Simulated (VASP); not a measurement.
# Si3Ge2 (P-6m2) in VASP: further runs

Runs on Si3Ge2. Level: PBE. Tasks: single point, relaxation of cell and atoms.

Everything below comes from runs of VASP 6.6.1. Logs are shortened: lines on timing, memory, paths and dates and some standing lists are left out, and cuts for length are marked.

**1. The cell of the first run**

The structure is hexagonal, space group P-6m2 (No. 187). The conventional cell has a = 3.737 Å, b = 3.737 Å, c = 13.914 Å, α = 90.00°, β = 90.00°, γ = 120.00°. Within 3.4 Å of Si (site symmetry -6m2) lie 8 Ge at 2.57 to 2.78 Å. Within 3.4 Å of Si (site symmetry 3m) lie 7 Si at 2.57 to 2.78 Å and 1 Ge at 2.78 Å. Si (site symmetry 3m) has 4 Ge at 2.57 to 2.78 Å and 4 Si at 2.57 to 2.78 Å within 3.4 Å. Within 3.4 Å of Si (site symmetry -6m2) lie 8 Si at 2.57 to 2.78 Å. Within 3.4 Å of Ge (site symmetry 3m) lie 5 Si at 2.57 to 2.78 Å and 3 Ge at 2.57 Å. Within 3.4 Å of Ge (site symmetry 3m) lie 4 Si at 2.57 to 2.78 Å and 4 Ge at 2.57 to 2.78 Å.

**2. Single point, PBE**

INCAR reads:

```
SYSTEM = Si3Ge2
PREC     = Accurate       ! precision mode
ENCUT    = 520            ! plane-wave cutoff, eV
EDIFF    = 1E-7           ! SCF threshold, eV
ISMEAR   = 0              ! smearing method
SIGMA    = 0.1            ! smearing width, eV
LREAL    = .False.        ! projectors in reciprocal space
LASPH    = .True.         ! aspherical terms in the spheres
NELM     = 100            ! most SCF steps
ALGO     = Normal         ! electronic algorithm
ISIF     = 2              ! what is computed and relaxed
LWAVE    = .False.        ! write WAVECAR
LCHARG   = .False.        ! write CHGCAR
GGA      = PE             ! functional
NBANDS   = 51             ! bands
```

KPOINTS reads:

```
Automatic mesh
0
Gamma
  6 6 2
  0 0 0
```

POSCAR reads:

```
Si3Ge2
1.0
    3.7374407000      0.0000000000      0.0000000000
   -1.8687203500      3.2367185900      0.0000000000
    0.0000000000      0.0000000000     13.9136206800
Si Ge
6 4
Direct
    0.3333333300      0.6666666700      0.0000000000
    0.3333333300      0.6666666700      0.4000000000
    0.3333333300      0.6666666700      0.6000000000
    0.6666666700      0.3333333300      0.3000000000
    0.6666666700      0.3333333300      0.5000000000
    0.6666666700      0.3333333300      0.7000000000
    0.3333333300      0.6666666700      0.2000000000
    0.3333333300      0.6666666700      0.8000000000
    0.6666666700      0.3333333300      0.1000000000
    0.6666666700      0.3333333300      0.9000000000
```

Potentials or basis: VASP PAW PBE potentials, release 64 (Si, Ge_d).

The run is started by

```sh
cat potpaw_PBE.64/Si/POTCAR potpaw_PBE.64/Ge_d/POTCAR > POTCAR
mpirun -np 1 vasp_std > vasp.out
```

OUTCAR:

```text
SYSTEM = Si3Ge2
   PREC = Accurate
   ENCUT = 520
   EDIFF = 1E-7
   ISMEAR = 0
   LREAL = .False.
   LASPH = .True.
   NELM = 100
   ISIF = 2
   GGA = PE

 ion  position               nearest neighbor table
   1  0.333  0.667  0.000-   9 2.57  10 2.57   9 2.57  10 2.57   9 2.57  10 2.57   7 2.78   8 2.78

   2  0.333  0.667  0.400-   4 2.57   5 2.57   4 2.57   5 2.57   4 2.57   5 2.57   7 2.78   3 2.78

   3  0.333  0.667  0.600-   5 2.57   6 2.57   5 2.57   6 2.57   5 2.57   6 2.57   8 2.78   2 2.78
[... 11 lines left out ...]
   9  0.667  0.333  0.100-   1 2.57   7 2.57   1 2.57   7 2.57   1 2.57   7 2.57   4 2.78  10 2.78

  10  0.667  0.333  0.900-   1 2.57   8 2.57   1 2.57   8 2.57   1 2.57   8 2.57   6 2.78   9 2.78

  LATTYP: Found a hexagonal cell.
 ALAT       =     3.7374407000
 C/A-ratio  =     3.7227669405

  Lattice vectors:

 A1 = (   3.7374407000,   0.0000000000,   0.0000000000)
 A2 = (  -1.8687203500,   3.2367185900,   0.0000000000)
 A3 = (   0.0000000000,   0.0000000000,  13.9136206800)

Analysis of symmetry for initial positions (statically):
=====================================================================
 Subroutine PRICEL returns:
 Original cell was already a primitive cell.

 Routine SETGRP: Setting up the symmetry group for a
 hexagonal supercell.

 Subroutine GETGRP returns: Found 12 space group operations
 (whereof 12 operations were pure point group operations)
 out of a pool of 24 trial point group operations.

The static configuration has the point symmetry D_3h.

Analysis of symmetry for dynamics (positions and initial velocities):
=====================================================================
 Subroutine PRICEL returns:
 Original cell was already a primitive cell.

 Routine SETGRP: Setting up the symmetry group for a
 hexagonal supercell.

 Subroutine GETGRP returns: Found 12 space group operations
 (whereof 12 operations were pure point group operations)
 out of a pool of 24 trial point group operations.

The dynamic configuration has the point symmetry D_3h.

 Subroutine INISYM returns: Found 12 space group operations
 (whereof 12 operations are pure point group operations),
 and found     1 'primitive' translations

[... 103 lines left out ...]
   IBRION =     -1    ionic relax: 0-MD 1-quasi-New 2-CG
   NFREE  =      0    steps in history (QN), initial steepest desc. (CG)
   ISIF   =      2    stress and relaxation
   ISYM   =      2    0-nonsym 1-usesym 2-fastsym
   POTIM  = 0.5000    time-step for ionic-motion
   TEBEG  =    0.0;   TEEND  =   0.0 temperature during run
   PSTRESS=    0.0 pullay stress
   NELECT =      80.0000    total number of electrons
   NUPDOWN=      -1.0000    fix difference up-down
   EMIN   =  10.00;   EMAX   =-10.00  energy-range for DOS
   EFERMI =   0.00;   METHOD = LEGACY
   ISMEAR =     0;   SIGMA  =   0.10  broadening in eV -4-tet -1-fermi 0-gaus
   EFERMI_NEDOS =   21; number of points for ismear=-14 and -15
   IALGO  =     38    algorithm
   IMIX   =      4    mixing-type and parameters
     AMIX     =   0.40;   BMIX     =  1.00
     AMIX_MAG =   1.60;   BMIX_MAG =  1.00
  volume/ion in A,a.u.               =      16.83       113.58
  Fermi-wavevector in a.u.,A,eV,Ry     =   1.277610  2.414333 22.208623  1.632288
  Thomas-Fermi vector in A             =   2.410200
   LORBIT       =      0    0 simple, 1 ext, 2 COOP (PROOUT), +10 PAW based schemes
   GGA     = PE    functional components
   LHFCALC =     F    Hartree Fock is set to
   AEXX    =    0.0000 exact exchange contribution
   IVDW    =     0    specifies the selected vdW correction
   LEPSILON=     F    determine dielectric tensor
   LRPA    =     F    only Hartree local field effects (RPA)
 non-spin polarized calculation
 Gauss-broadening in eV      SIGMA  =   0.10
  energy-cutoff  :      520.00
  volume of cell :      168.31
 maximum number of plane-waves:      4562
 NGX is ok and might be reduce to    28
   NGX = 13   NGY = 13   NGZ = 51

 number of electron      79.9999972 magnetization

 Free energy of the ion-electron system (eV)
  ---------------------------------------------------
  ext. energy  EPLUGINS =         0.00000000
  ---------------------------------------------------
  free energy    TOTEN  =       -45.23130711 eV

  energy without entropy =      -45.20329204  energy(sigma->0) =      -45.21729958

 E-fermi :   8.2491     XC(G=0): -10.8940

 val. band max:        8.2252386692   @ k =   0.3333   0.1667   0.5000
 cond. band min:       8.2778872815   @ k =   0.3333   0.0000   0.0000
 fundamental gap:      0.0526486123
 Fermi energy:         8.2490686743

 k-point     1 :       0.0000    0.0000    0.0000
  band No.  band energies     occupation
      1     -16.8389      2.00000
      2     -16.8389      2.00000
      3     -16.8271      2.00000
      4     -16.8271      2.00000
      5     -16.8054      2.00000
      6     -16.7656      2.00000
[... 745 lines left out ...]
     50      13.4762      0.00000
     51      13.5457      0.00000

------------------------ aborting loop because EDIFF is reached ----------------------------------------

  FORCE on cell =-STRESS in cart. coord.  units (eV):
  Direction    XX          YY          ZZ          XY          YZ          ZX
  --------------------------------------------------------------------------------------
  -------------------------------------------------------------------------------------
  Total        6.0908386      6.0908386     17.7312078      0.0000000      0.0000000      0.0000000
  in kB       57.9786721     57.9786721    168.7833065      0.0000000      0.0000000      0.0000000
  external PRESSURE =      94.9135502 kB  Pullay stress =       0.0000000 kB

 VOLUME and BASIS-vectors are now :
 -----------------------------------------------------------------------------
  energy-cutoff  :      520.00
  volume of cell :      168.31
      direct lattice vectors                 reciprocal lattice vectors
     3.737440700  0.000000000  0.000000000     0.267562774  0.154477439  0.000000000
    -1.868720350  3.236718590  0.000000000     0.000000000  0.308954879  0.000000000
     0.000000000  0.000000000 13.913620680     0.000000000  0.000000000  0.071872018

 POSITION                                       TOTAL-FORCE (eV/Angst)
 -----------------------------------------------------------------------------------
     -0.00000      2.15781      0.00000         0.000000      0.000000      0.000000
     -0.00000      2.15781      5.56545         0.000000      0.000000      0.287719
     -0.00000      2.15781      8.34817         0.000000      0.000000     -0.287719
      1.86872      1.07891      4.17409         0.000000      0.000000      1.055449
      1.86872      1.07891      6.95681        -0.000000      0.000000      0.000000
      1.86872      1.07891      9.73953         0.000000      0.000000     -1.055449
     -0.00000      2.15781      2.78272        -0.000000      0.000000      0.812605
     -0.00000      2.15781     11.13090        -0.000000      0.000000     -0.812605
      1.86872      1.07891      1.39136        -0.000000      0.000000     -0.572433
      1.86872      1.07891     12.52226        -0.000000     -0.000000      0.572433
 -----------------------------------------------------------------------------------
    total drift:                               -0.000001      0.000000      0.000000

  FREE ENERGIE OF THE ION-ELECTRON SYSTEM (eV)
  ---------------------------------------------------
  free  energy   TOTEN  =       -45.2313071087 eV

  energy  without entropy=      -45.2032920417  energy(sigma->0) =      -45.21729958
```

stdout:

```text
POSCAR found type information on POSCAR SiGe
 POSCAR found :  2 types and      10 ions
 scaLAPACK will be used
 LDA part: xc-table for (Slater+PW92), standard interpolation
 POSCAR, INCAR and KPOINTS ok, starting setup
 FFT: planning ... GRIDC
 FFT: planning ... GRID_SOFT
 FFT: planning ... GRID
 WAVECAR not read
 entering main loop
```

Run time: 2 min. Hardware: 1 thread of Intel Xeon 6975P-C (Granite Rapids), shared host; peak memory 0.31 GiB.

Results:

```yaml
Free_energy: -45.2313 eV
Pressure: 9.5 GPa
Largest_force: 1.055 eV/Å
Band_gap_on_the_k_mesh: zero (bands 40 and 41 overlap by 1.97 eV)
```

Forces on the atoms (eV/Å):
```
Si   0.000  0.000  0.000
Si   0.000  0.000  0.288
Si   0.000  0.000 -0.288
Si   0.000  0.000  1.055
Si   0.000  0.000  0.000
Si   0.000  0.000 -1.055
Ge   0.000  0.000  0.813
Ge   0.000  0.000 -0.813
Ge   0.000  0.000 -0.572
Ge   0.000  0.000  0.572
```

Stress tensor (GPa, compression positive):
```
 5.80  0.00  0.00
 0.00  5.80  0.00
 0.00  0.00 16.88
```

Caveat: the stress differs along the axes, from 6 to 17 GPa; forces of over 1 eV/Å act on the atoms, so gaps and moduli don't describe the material at rest.

**3. Single point, PBE**

This run uses another cell than the first one, of 18.45 Å³/atom.

INCAR reads:

```
PREC = Accurate
ENCUT = 520
EDIFF = 1E-7
ISMEAR = 0
SIGMA = 0.1
LREAL = F
LASPH = T
NELM = 100
ALGO = Normal
ISIF = 2
LWAVE = F
LCHARG = F
GGA = PE
NBANDS = 51
```

KPOINTS reads:

```
Automatic mesh
0
Gamma
  6 6 2
```

POSCAR reads:

```
Si3Ge2
1.0
    3.6310674097      0.0000000000      0.0000000000
   -1.8155337049      3.1445966197      0.0000000000
    0.0000000000      0.0000000000     16.1616871030
Si Ge
6 4
Direct
    0.3333333333      0.6666666667      0.0000000000
    0.3333333333      0.6666666667      0.4062038113
    0.3333333333      0.6666666667      0.5937961887
    0.6666666667      0.3333333333      0.3198389905
    0.6666666667      0.3333333333      0.5000000000
    0.6666666667      0.3333333333      0.6801610095
    0.3333333333      0.6666666667      0.2266203417
    0.3333333333      0.6666666667      0.7733796583
    0.6666666667      0.3333333333      0.0915941221
    0.6666666667      0.3333333333      0.9084058779
```

Potentials or basis: VASP PAW PBE potentials, release 64 (Si, Ge_d).

The run is started by

```sh
cat potpaw_PBE.64/Si/POTCAR potpaw_PBE.64/Ge_d/POTCAR > POTCAR
mpirun -np 1 vasp_std > vasp.out
```

Wall time 2.2 min (1 thread of Intel Xeon 6975P-C (Granite Rapids), shared host); peak memory 0.33 GiB.

The run converged. Its results:

- Free energy: -46.9158 eV
- Pressure: -0.1 GPa
- Largest force: 0.010 eV/Å
- Band gap on the k mesh: zero (bands 40 and 41 overlap by 3.02 eV)

Forces on the atoms (eV/Å):
```
Si   0.000  0.000  0.000
Si   0.000  0.000 -0.006
Si   0.000  0.000  0.006
Si   0.000  0.000 -0.010
Si   0.000  0.000  0.000
Si   0.000  0.000  0.010
Ge   0.000  0.000 -0.006
Ge   0.000  0.000  0.006
Ge   0.000  0.000 -0.001
Ge   0.000  0.000  0.001
```

Stress tensor (GPa, compression positive):
```
-0.21  0.00  0.00
 0.00 -0.21  0.00
 0.00  0.00  0.05
```

Levels at points of the mesh, in eV from the Fermi level:
```
           k point  band 38  band 39  band 40  band 41  band 42  band 43
(0.00, 0.00, 0.00)     1.17     1.44     1.44     1.65     2.51     2.51
(0.50, 0.00, 0.00)    -1.41    -1.37    -0.51    -0.07     0.49     0.66
(0.00, 0.00, 0.50)     1.31     1.31     1.34     2.04     2.38     2.71
(0.50, 0.00, 0.50)    -1.71    -1.10    -0.71    -0.08     0.22     0.91
```

(Part 1 of 2 ends here.)

The gap in the log of VASP goes by the Fermi energy; the results here count the filled bands.